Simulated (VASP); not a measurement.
# TePb (Immm) in VASP: notebook, part 2 of 2

VASP 6.6.1. Earlier steps stand in the parts before.

### 3 Single point, PBE (strain +0.0250 x Voigt [0, 0, 0, 0, 1, 0])

File INCAR:

```
ALGO = Normal ; EDIFF = 1E-6
ENCUT = 520 ; GGA = PE
ISIF = 2 ; ISMEAR = 0
LASPH = T ; LCHARG = T
LELF = T ; LREAL = F
LVHAR = T ; LWAVE = F
NBANDS = 17 ; NELM = 100
PREC = Accurate ; SIGMA = 0.05
```

File KPOINTS:

```
k-points
0
Gamma
  8 8 8
```

File POSCAR:

```
TePb
1.0
    0.0403375000      3.2270000000      3.2270000000
    3.2673375000      0.0000000000      3.2673375000
    3.2270000000      3.2270000000      0.0403375000
Te Pb
1 1
Direct
    0.5000000000      0.5000000000      0.5000000000
    0.0000000000      0.0000000000      0.0000000000
```

Potentials or basis: VASP PAW PBE potentials, release 64 (Te, Pb_d).

Command:

```sh
$ cat potpaw_PBE.64/Te/POTCAR potpaw_PBE.64/Pb_d/POTCAR > POTCAR
$ mpirun -np 1 vasp_std > vasp.out
```

OUTCAR:

```text
EDIFF = 1E-6
   ENCUT = 520
   GGA = PE
   ISIF = 2
   ISMEAR = 0
   LASPH = T
   LREAL = F
   NELM = 100
   PREC = Accurate

 ion  position               nearest neighbor table
   1  0.500  0.500  0.500-   2 3.23   2 3.23   2 3.23   2 3.23   2 3.23   2 3.23
   2  0.000  0.000  0.000-   1 3.23   1 3.23   1 3.23   1 3.23   1 3.23   1 3.23

  LATTYP: Found a body centered orthorhombic cell.
 ALAT       =     4.5066213262
 B/A-ratio  =     1.0253164557
 C/A-ratio  =     1.4321149999

  Lattice vectors:

 A1 = (   0.0403375000,  -3.2270000000,   3.2270000000)
 A2 = (  -0.0403375000,  -3.2270000000,  -3.2270000000)
 A3 = (   3.2270000000,   3.2270000000,   0.0403375000)

Analysis of symmetry for initial positions (statically):
=====================================================================
 Subroutine PRICEL returns:
 Original cell was already a primitive cell.

 Routine SETGRP: Setting up the symmetry group for a
 body centered orthorhombic supercell.

 Subroutine GETGRP returns: Found  8 space group operations
 (whereof  8 operations were pure point group operations)
 out of a pool of  8 trial point group operations.

The static configuration has the point symmetry D_2h.

Analysis of symmetry for dynamics (positions and initial velocities):
=====================================================================
 Subroutine PRICEL returns:
 Original cell was already a primitive cell.

 Routine SETGRP: Setting up the symmetry group for a
 body centered orthorhombic supercell.

 Subroutine GETGRP returns: Found  8 space group operations
 (whereof  8 operations were pure point group operations)
 out of a pool of  8 trial point group operations.

The dynamic configuration has the point symmetry D_2h.

 Subroutine INISYM returns: Found  8 space group operations
 (whereof  8 operations are pure point group operations),
 and found     1 'primitive' translations

----------------------------------------------------------------------------------------

                                     Primitive cell

  volume of cell :      67.1984

  direct lattice vectors                    reciprocal lattice vectors
     0.040337500  3.227000000  3.227000000    -0.156903971  0.154942671  0.156903971
     3.267337500  0.000000000  3.267337500     0.153029799 -0.154942671  0.153029799
     3.227000000  3.227000000  0.040337500     0.156903971  0.154942671 -0.156903971

  length of vectors
     4.563845431  4.620713005  4.563845431     0.270638030  0.266164366  0.270638030

  position of ions in fractional coordinates (direct lattice)
     0.500000000  0.500000000  0.500000000
     0.000000000  0.000000000  0.000000000

  ion indices of the primitive-cell ions
   primitive index   ion index
                 1           1
                 2           2

----------------------------------------------------------------------------------------

 KPOINTS: k-points

Automatic generation of k-mesh.
 Grid dimensions read from file:
 generate k-points for:    8    8    8

 Generating k-lattice:

  Cartesian coordinates                     Fractional coordinates (reciprocal lattice)
    -0.019612996  0.019367834  0.019612996     0.125000000  0.000000000 -0.000000000
     0.019128725 -0.019367834  0.019128725     0.000000000  0.125000000  0.000000000
     0.019612996  0.019367834 -0.019612996     0.000000000  0.000000000  0.125000000

  Length of vectors
     0.033829754  0.033270546  0.033829754

  Shift w.r.t. Gamma in fractional coordinates (k-lattice)
     0.000000000  0.000000000  0.000000000

 Subroutine IBZKPT returns following result:
 ===========================================

 Found     95 irreducible k-points:

 Following reciprocal coordinates:
            Coordinates               Weight
  0.000000  0.000000  0.000000      1.000000
  0.125000  0.000000  0.000000      4.000000
  0.250000  0.000000  0.000000      4.000000
  0.375000  0.000000 -0.000000      4.000000
  0.500000  0.000000  0.000000      2.000000
  0.000000  0.125000  0.000000      4.000000
[... 16 lines left out ...]
  0.125000  0.375000  0.000000      8.000000
  0.250000  0.375000  0.000000      8.000000
 [... further k-points ...]
   k-points           NKPTS =     95   k-points in BZ     NKDIM =     95   number of bands    NBANDS=     17
   number of dos      NEDOS =    301   number of ions     NIONS =      2
   total plane-waves  NPLWV =  46656
   dimension x,y,z NGX =    36 NGY =   36 NGZ =   36
   dimension x,y,z NGXF=    72 NGYF=   72 NGZF=   72
   ions per type =               1   1
   NGX,Y,Z   is equivalent  to a cutoff of  13.11, 12.95, 13.11 a.u.
   NGXF,Y,Z  is equivalent  to a cutoff of  26.23, 25.90, 26.23 a.u.
 SYSTEM =  unknown system
   PREC   = accura    normal or accurate (medium, high low for compatibility)
   ISTART =      0    job   : 0-new  1-cont  2-samecut
   ICHARG =      2    charge: 1-file 2-atom 10-const
   ISPIN  =      1    spin polarized calculation?
   LNONCOLLINEAR =      F non collinear calculations
   LSORBIT =      F    spin-orbit coupling
   LASPH  =      T    aspherical Exc in radial PAW
   ENCUT  =  520.0 eV  38.22 Ry    6.18 a.u.   8.49  8.59  8.49*2*pi/ulx,y,z
   NELM   =    100;   NELMIN=  2; NELMDL= -5     # of ELM steps
   EDIFF  = 0.1E-05   stopping-criterion for ELM
   LREAL  =      F    real-space projection
   EDIFFG = 0.1E-04   stopping-criterion for IOM
   NSW    =      0    number of steps for IOM
   IBRION =     -1    ionic relax: 0-MD 1-quasi-New 2-CG
   NFREE  =      0    steps in history (QN), initial steepest desc. (CG)
   ISIF   =      2    stress and relaxation
   ISYM   =      2    0-nonsym 1-usesym 2-fastsym
   POTIM  = 0.5000    time-step for ionic-motion
   TEBEG  =    0.0;   TEEND  =   0.0 temperature during run
   PSTRESS=    0.0 pullay stress
   NELECT =      20.0000    total number of electrons
   NUPDOWN=      -1.0000    fix difference up-down
   EMIN   =  10.00;   EMAX   =-10.00  energy-range for DOS
   EFERMI =   0.00;   METHOD = LEGACY
   ISMEAR =     0;   SIGMA  =   0.05  broadening in eV -4-tet -1-fermi 0-gaus
   EFERMI_NEDOS =   21; number of points for ismear=-14 and -15
   IALGO  =     38    algorithm
   IMIX   =      4    mixing-type and parameters
     AMIX     =   0.40;   BMIX     =  1.00
     AMIX_MAG =   1.60;   BMIX_MAG =  1.00
  volume/ion in A,a.u.               =      33.60       226.74
  Fermi-wavevector in a.u.,A,eV,Ry     =   1.093029  2.065526 16.255059  1.194713
  Thomas-Fermi vector in A             =   2.229307
   LORBIT       =      0    0 simple, 1 ext, 2 COOP (PROOUT), +10 PAW based schemes
   GGA     = PE    functional components
   LHFCALC =     F    Hartree Fock is set to
   AEXX    =    0.0000 exact exchange contribution
   IVDW    =     0    specifies the selected vdW correction
   LEPSILON=     F    determine dielectric tensor
   LRPA    =     F    only Hartree local field effects (RPA)
 non-spin polarized calculation
 Gauss-broadening in eV      SIGMA  =   0.05
  energy-cutoff  :      520.00
  volume of cell :       67.20
 maximum number of plane-waves:      1831
 NGX is ok and might be reduce to    36
   NGX = 17   NGY = 17   NGZ = 17

 number of electron      20.0000000 magnetization

 Free energy of the ion-electron system (eV)
  ---------------------------------------------------
  ext. energy  EPLUGINS =         0.00000000
  ---------------------------------------------------
  free energy    TOTEN  =        -7.49578200 eV

  energy without entropy =       -7.49578200  energy(sigma->0) =       -7.49578200

 E-fermi :   5.9578     XC(G=0):  -9.3180

 val. band max:        5.7342847293   @ k =   0.0000   0.5000   0.0000
 cond. band min:       6.3327751467   @ k =   0.5000   0.0000   0.0000
 fundamental gap:      0.5984904174
 Fermi energy:         5.9577593123

 k-point     1 :       0.0000    0.0000    0.0000
  band No.  band energies     occupation
      1     -11.0543      2.00000
      2     -11.0532      2.00000
      3     -11.0445      2.00000
      4     -11.0430      2.00000
      5     -11.0429      2.00000
      6      -6.3752      2.00000
[... 9 lines left out ...]
     16      11.6132      0.00000
     17      13.0321      0.00000
[... 441 lines left out ...]
 k-point    24 :       0.2500    0.3750    0.0000
  band No.  band energies     occupation
      1     -11.0892      2.00000
      2     -11.0495      2.00000
      3     -11.0483      2.00000
      4     -11.0273      2.00000
      5     -11.0252      2.00000
      6      -5.2898      2.00000
[... 9 lines left out ...]
     16      15.0275      0.00000
     17      15.3015      0.00000

 [... further k-points ...]

------------------------ aborting loop because EDIFF is reached ----------------------------------------

  FORCE on cell =-STRESS in cart. coord.  units (eV):
  Direction    XX          YY          ZZ          XY          YZ          ZX
  --------------------------------------------------------------------------------------
  -------------------------------------------------------------------------------------
  Total        0.9477659      0.9429441      0.9477659     -0.0000000      0.0000000     -0.1477542
  in kB       22.5970968     22.4821329     22.5970968     -0.0000000      0.0000000     -3.5228280
  external PRESSURE =      22.5587755 kB  Pullay stress =       0.0000000 kB

 VOLUME and BASIS-vectors are now :
 -----------------------------------------------------------------------------
  energy-cutoff  :      520.00
  volume of cell :       67.20
      direct lattice vectors                 reciprocal lattice vectors
     0.040337500  3.227000000  3.227000000    -0.156903971  0.154942671  0.156903971
     3.267337500  0.000000000  3.267337500     0.153029799 -0.154942671  0.153029799
     3.227000000  3.227000000  0.040337500     0.156903971  0.154942671 -0.156903971

 POSITION                                       TOTAL-FORCE (eV/Angst)
 -----------------------------------------------------------------------------------
      3.26734      3.22700      3.26734         0.000000     -0.000000      0.000000
      0.00000      0.00000      0.00000        -0.000000      0.000000     -0.000000
 -----------------------------------------------------------------------------------
    total drift:                               -0.000000      0.000000      0.000000

  FREE ENERGIE OF THE ION-ELECTRON SYSTEM (eV)
  ---------------------------------------------------
  free  energy   TOTEN  =        -7.4957820048 eV

  energy  without entropy=       -7.4957820048  energy(sigma->0) =       -7.49578200
```

OSZICAR:

```text
N       E                     dE             d eps       ncg     rms          rms(c)
DAV:   1     0.150528342863E+03    0.15053E+03   -0.91403E+03  3230   0.113E+03
DAV:   2     0.273764532995E+01   -0.14779E+03   -0.14317E+03  3452   0.292E+02
DAV:   3    -0.733356356783E+01   -0.10071E+02   -0.10018E+02  4087   0.835E+01
DAV:   4    -0.760516280042E+01   -0.27160E+00   -0.27147E+00  4136   0.154E+01
DAV:   5    -0.761595070636E+01   -0.10788E-01   -0.10788E-01  4625   0.271E+00    0.335E+00
DAV:   6    -0.749733573382E+01    0.11861E+00   -0.25999E-01  4686   0.358E+00    0.207E+00
DAV:   7    -0.749400659380E+01    0.33291E-02   -0.82760E-02  4094   0.139E+00    0.915E-01
DAV:   8    -0.749583501463E+01   -0.18284E-02   -0.95213E-03  3949   0.986E-01    0.145E-01
DAV:   9    -0.749574417680E+01    0.90838E-04   -0.11779E-03  4931   0.370E-01    0.629E-02
DAV:  10    -0.749577578332E+01   -0.31607E-04   -0.14565E-04  3874   0.921E-02    0.198E-02
DAV:  11    -0.749578210990E+01   -0.63266E-05   -0.36923E-05  4225   0.487E-02    0.170E-02
DAV:  12    -0.749578200475E+01    0.10515E-06   -0.20660E-06  3756   0.952E-03
   1 F= -.74957820E+01 E0= -.74957820E+01  d E =-.232559E-12
```

It took 1.7 min on 1 thread of AMD EPYC 7R43 (Zen 3), shared host; peak memory 0.23 GiB.

Results:

| Item | Value |
| --- | --- |
| Free energy | -7.4958 eV |
| Pressure | 2.3 GPa |
| Band gap on the k mesh | 0.60 eV, indirect (least direct gap 0.71 eV) |

Caveat: the cell differs from its parent crystal (strain +0.0250 x Voigt [0, 0, 0, 0, 1, 0]); spin-orbit coupling is left out, which moves the levels of the heavy elements.

### 4 Single point, PBE (strain +0.0375 x Voigt [0, 0, 0, 0, 1, 0])

File INCAR:

```
SYSTEM = TePb
PREC     = Accurate       ! precision mode
ENCUT    = 520            ! plane-wave cutoff, eV
EDIFF    = 1E-7           ! SCF threshold, eV
ISMEAR   = 0              ! smearing method
SIGMA    = 0.05           ! smearing width, eV
LREAL    = .False.        ! projectors in reciprocal space
LASPH    = .True.         ! aspherical terms in the spheres
NELM     = 80             ! most SCF steps
ALGO     = Normal         ! electronic algorithm
ISIF     = 2              ! what is computed and relaxed
LWAVE    = .False.        ! write WAVECAR
LCHARG   = .True.         ! write CHGCAR
GGA      = PE             ! functional
LELF     = .True.         ! ELF
LVHAR    = .True.       
NBANDS   = 17             ! bands
```

File KPOINTS:

```
Automatic mesh
0
Gamma
  8 8 8
  0 0 0
```

File POSCAR:

```
TePb
1.0
    0.0605062500      3.2270000000      3.2270000000
    3.2875062500      0.0000000000      3.2875062500
    3.2270000000      3.2270000000      0.0605062500
Te Pb
1 1
Direct
    0.5000000000      0.5000000000      0.5000000000
    0.0000000000      0.0000000000      0.0000000000
```

Command:

```sh
$ cat potpaw_PBE.64/Te/POTCAR potpaw_PBE.64/Pb_d/POTCAR > POTCAR
$ mpirun -np 1 vasp_std > vasp.out
```

Run time: 96 s. Hardware: 1 thread of AMD EPYC 7R43 (Zen 3), shared host; peak memory 0.23 GiB.

Results (log left out):

```
Free energy            : -7.4933 eV
Pressure               : 2.3 GPa
Band gap on the k mesh : 0.53 eV, indirect (least direct gap 0.70 eV)
```

Stress tensor (GPa, compression positive):
```
 2.29  0.00 -0.53
 0.00  2.26  0.00
-0.53  0.00  2.29
```

Levels at points of the mesh, in eV from the valence-band top:
```
           k point  band 8  band 9  band 10  band 11  band 12  band 13
(0.00, 0.00, 0.00)   -1.61   -1.45    -1.28     3.95     3.99     4.06
(0.50, 0.00, 0.00)   -1.08   -1.01    -0.17     0.53     1.04     1.16
(0.00, 0.50, 0.00)   -0.98   -0.88     0.00     0.71     1.22     1.32
(0.50, 0.50, 0.00)   -4.62   -2.91    -2.91     3.19     5.35     5.40
(0.50, 0.00, 0.50)   -4.62   -3.09    -2.72     3.20     5.34     5.48
```

Caveat: the cell differs from its parent crystal (strain +0.0375 x Voigt [0, 0, 0, 0, 1, 0]); spin-orbit coupling is left out, which moves the levels of the heavy elements.

### 5 Single point, PBE (strain +0.0125 x Voigt [0, 0, 0, 0, 1, 0])

File INCAR:

```
SYSTEM = TePb
PREC = Accurate
ENCUT = 520
EDIFF = 1E-6
ISMEAR = 0
SIGMA = 0.05
LREAL = .FALSE.
LASPH = .TRUE.
NELM = 80
ALGO = Normal
ISIF = 2
LWAVE = .FALSE.
LCHARG = .FALSE.
GGA = PE
NBANDS = 17
```

File KPOINTS:

```
Automatic mesh
0
G
  8 8 8
  0 0 0
```

File POSCAR:

```
TePb
1.0
    0.0201687500      3.2270000000      3.2270000000
    3.2471687500      0.0000000000      3.2471687500
    3.2270000000      3.2270000000      0.0201687500
Te Pb
1 1
Direct
    0.5000000000      0.5000000000      0.5000000000
    0.0000000000      0.0000000000      0.0000000000
```

Potentials or basis: VASP PAW PBE potentials, release 64 (Te, Pb_d).

Command:

```sh
$ cat potpaw_PBE.64/Te/POTCAR potpaw_PBE.64/Pb_d/POTCAR > POTCAR
$ mpirun -np 1 vasp_std > vasp.out
```

OUTCAR:

```text
SYSTEM = TePb
   PREC = Accurate
   ENCUT = 520
   EDIFF = 1E-6
   ISMEAR = 0
   LREAL = .FALSE.
   LASPH = .TRUE.
   NELM = 80
   ISIF = 2
   GGA = PE

 ion  position               nearest neighbor table
   1  0.500  0.500  0.500-   2 3.23   2 3.23   2 3.23   2 3.23   2 3.23   2 3.23
   2  0.000  0.000  0.000-   1 3.23   1 3.23   1 3.23   1 3.23   1 3.23   1 3.23

  LATTYP: Found a body centered orthorhombic cell.
 ALAT       =     4.5351442460
 B/A-ratio  =     1.0125786164
 C/A-ratio  =     1.4231079873

  Lattice vectors:

 A1 = (   0.0201687500,  -3.2270000000,   3.2270000000)
[... 652 lines left out ...]
      6      -5.2883      2.00000
[... 9 lines left out ...]
     16      15.0438      0.00000
     17      15.3586      0.00000

 [... further k-points ...]
[... 5 lines left out ...]
  --------------------------------------------------------------------------------------
  -------------------------------------------------------------------------------------
  Total        0.9454224      0.9441631      0.9454224     -0.0000000      0.0000000     -0.0739000
  in kB       22.5385798     22.5085571     22.5385798     -0.0000000      0.0000000     -1.7617523
  external PRESSURE =      22.5285722 kB  Pullay stress =       0.0000000 kB

 VOLUME and BASIS-vectors are now :
 -----------------------------------------------------------------------------
  energy-cutoff  :      520.00
  volume of cell :       67.21
      direct lattice vectors                 reciprocal lattice vectors
     0.020168750  3.227000000  3.227000000    -0.155917153  0.154942671  0.155917153
     3.247168750  0.000000000  3.247168750     0.153980294 -0.154942671  0.153980294
     3.227000000  3.227000000  0.020168750     0.155917153  0.154942671 -0.155917153

 POSITION                                       TOTAL-FORCE (eV/Angst)
 -----------------------------------------------------------------------------------
      3.24717      3.22700      3.24717         0.000000      0.000000      0.000000
      0.00000      0.00000      0.00000         0.000000      0.000000     -0.000000
 -----------------------------------------------------------------------------------
    total drift:                               -0.000000      0.000000      0.000000

  FREE ENERGIE OF THE ION-ELECTRON SYSTEM (eV)
  ---------------------------------------------------
  free  energy   TOTEN  =        -7.4972817425 eV

  energy  without entropy=       -7.4972817425  energy(sigma->0) =       -7.49728174
```

OSZICAR:

```text
N       E                     dE             d eps       ncg     rms          rms(c)
DAV:   1     0.151389747603E+03    0.15139E+03   -0.92282E+03  3230   0.114E+03
DAV:   2     0.283153943750E+01   -0.14856E+03   -0.14415E+03  3403   0.293E+02
DAV:   3    -0.732913148719E+01   -0.10161E+02   -0.10076E+02  4125   0.836E+01
DAV:   4    -0.760591588478E+01   -0.27678E+00   -0.27658E+00  4101   0.152E+01
DAV:   5    -0.761709837582E+01   -0.11182E-01   -0.11182E-01  4623   0.278E+00    0.335E+00
DAV:   6    -0.749880274247E+01    0.11830E+00   -0.25916E-01  4743   0.358E+00    0.207E+00
DAV:   7    -0.749549679932E+01    0.33059E-02   -0.82401E-02  4054   0.139E+00    0.912E-01
DAV:   8    -0.749733565747E+01   -0.18389E-02   -0.94773E-03  3932   0.983E-01    0.148E-01
DAV:   9    -0.749724671586E+01    0.88942E-04   -0.11906E-03  4921   0.373E-01    0.646E-02
DAV:  10    -0.749727585537E+01   -0.29140E-04   -0.15113E-04  3832   0.951E-02    0.196E-02
DAV:  11    -0.749728192061E+01   -0.60652E-05   -0.39987E-05  4263   0.512E-02    0.181E-02
DAV:  12    -0.749728174250E+01    0.17810E-06   -0.23197E-06  3758   0.926E-03
   1 F= -.74972817E+01 E0= -.74972817E+01  d E =-.167766E-11
```

Wall time 87 s (1 thread of AMD EPYC 7R43 (Zen 3), shared host); peak memory 0.23 GiB.

What came out:

```
Free energy            : -7.4973 eV
Pressure               : 2.3 GPa
Band gap on the k mesh : 0.67 eV, indirect (least direct gap 0.72 eV)
```

Stress tensor (GPa, compression positive):
```
 2.25  0.00 -0.18
 0.00  2.25  0.00
-0.18  0.00  2.25
```

Caveat: the cell differs from its parent crystal (strain +0.0125 x Voigt [0, 0, 0, 0, 1, 0]); spin-orbit coupling is left out, which moves the levels of the heavy elements. A k mesh can miss the band edges.

### 6 Summary

| cell | gap on the mesh (eV) | pressure (GPa) |
| --- | --- | --- |
| a = 4.564, b = 4.450 Å, angles 60.8, 61.7, 60.8°, 2 atoms | 0.45 | 2.3 |
| a = 4.564, b = 4.621 Å, angles 59.6, 59.2, 59.6°, 2 atoms | 0.60 | 2.3 |
| a = 4.564, b = 4.649 Å, angles 59.4, 58.8, 59.4°, 2 atoms | 0.53 | 2.3 |
| a = 4.564, b = 4.592 Å, angles 59.8, 59.6, 59.8°, 2 atoms | 0.67 | 2.3 |

Alike in all rows: task single point; level PBE; potentials or basis VASP PAW PBE potentials, release 64 (Te, Pb_d); no spin polarisation; k mesh 8 × 8 × 8; cutoff (eV) 520; smearing gaussian 0.05 eV.

Caveats: spin-orbit coupling is left out, which moves the levels of the heavy elements.

Total energies depend on the potentials used, so only differences within one code and one set of settings carry meaning.
